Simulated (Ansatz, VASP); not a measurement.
Two plane-wave programs on As

```
As
1.0
     2.67826    0.00000    0.00000
     0.00000    2.67826    0.00000
     0.00000    0.00000    2.67826
As
1
Cartesian
  0.0000 0.0000 0.0000
```

Alike in both runs: task single point; functional RPBE; k mesh 13 × 13 × 13; occupations fermi-dirac, width 0.1 eV; no spin polarisation.

```csv
,VASP,Ansatz
version,VASP 6.6.1,Ansatz 0.2.0
potentials or method,"VASP PAW PBE potentials, release 64 (As), cutoff 520 eV","plane waves (420 eV) with PAW, scalar-relativistic"
valence electrons in the cell,5,15
```

|  | VASP | Ansatz | Ansatz less VASP |
| --- | --- | --- | --- |
| pressure (GPa) | 7.2 | 7.0 | -0.18 |

VASP's potentials were made for PBE, not for RPBE. VASP's potentials hold 5 valence electrons a cell and Ansatz's 15, so a difference there can come from the potentials and not from the codes.
